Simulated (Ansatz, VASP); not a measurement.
# One calculation of CaSe, two programs

Contents of POSCAR:

```
CaSe
1.0
    0.0000000000      3.2795613683      3.2795613683
    3.2795613683      0.0000000000      3.2795613683
    3.2795613683      3.2795613683      0.0000000000
Ca Se
1 1
Direct
    0.0000000000      0.0000000000      0.0000000000
    0.2500000000      0.2500000000      0.2500000000
```

File INCAR.step1:

```
SYSTEM = CaSe
PREC = Accurate ; ENCUT = 520
ISMEAR = 0 ; SIGMA = 0.01
LREAL = .False. ; LASPH = .True.
NELM = 80 ; NBANDS = 15
GGA = PE ; ALGO = Normal
EDIFF = 1E-4 ; LWAVE = .True.
LCHARG = .False.
```

Contents of INCAR.step2:

```
SYSTEM = CaSe
PREC = Accurate ; ENCUT = 520
EDIFF = 1E-6 ; ISMEAR = 0
SIGMA = 0.01 ; LREAL = .False.
LASPH = .True. ; NELM = 80
ALGO = Normal ; ISIF = 2
LWAVE = .False. ; LCHARG = .False.
METAGGA = R2SCAN ; LMIXTAU = .True.
NBANDS = 15 ; ISTART = 1
```

The input KPOINTS:

```
regular mesh
0
Gamma
  6 6 6
  0 0 0
```

Input for Ansatz:

```yaml
crystal:
  lattice:
    - [0.0, 3.2795613683, 3.2795613683]
    - [3.2795613683, 0.0, 3.2795613683]
    - [3.2795613683, 3.2795613683, 0.0]
  atoms:
    - { symbol: Ca, position: [0.0, 0.0, 0.0] }
    - { symbol: Se, position: [0.25, 0.25, 0.25] }
kpoints:
  mp_grid: { grid: [6, 6, 6] }
  band_path:
    path:
      - [0.0, 0.0, 0.0]
      - [-0.5, -0.5, 0.0]
      - [-0.375, -0.375, 0.25]
      - [-0.375, 0.0, 0.375]
      - [0.0, 0.0, 0.5]
      - [-0.5, -0.25, 0.25]
      - [0.0, 0.270833, -0.270833]
    npoints: 1
hamiltonian:
  xc: r2scan
scf:
  occupations: { method: fixed }
  n_extra_bands: 4
output:
  forces: true
  stress: true
  eigenvalues: true
```

Alike in both runs: task single point; functional r2SCAN; k mesh 6 × 6 × 6; no spin polarisation.

|  | VASP | Ansatz |
| --- | --- | --- |
| version | VASP 6.6.1 | Ansatz 0.2.0 |
| potentials or method | VASP PAW PBE potentials, release 64 (Ca_sv, Se) | plane waves, PAW |
| plane-wave cutoff (eV) | 520 | 500 |
| occupations | gaussian, width 0.01 eV | fixed |
| valence electrons in the cell | 16 | 26 |

```csv
,VASP,Ansatz,Ansatz less VASP
gap on the k mesh at the Fermi level (eV),3.69,3.70,+0.012
pressure (GPa),0.2,0.0,-0.18
```

VASP's potentials were made for PBE, not for r2SCAN. VASP's potentials hold 16 valence electrons a cell and Ansatz's 26, so a difference there can come from the potentials and not from the codes.
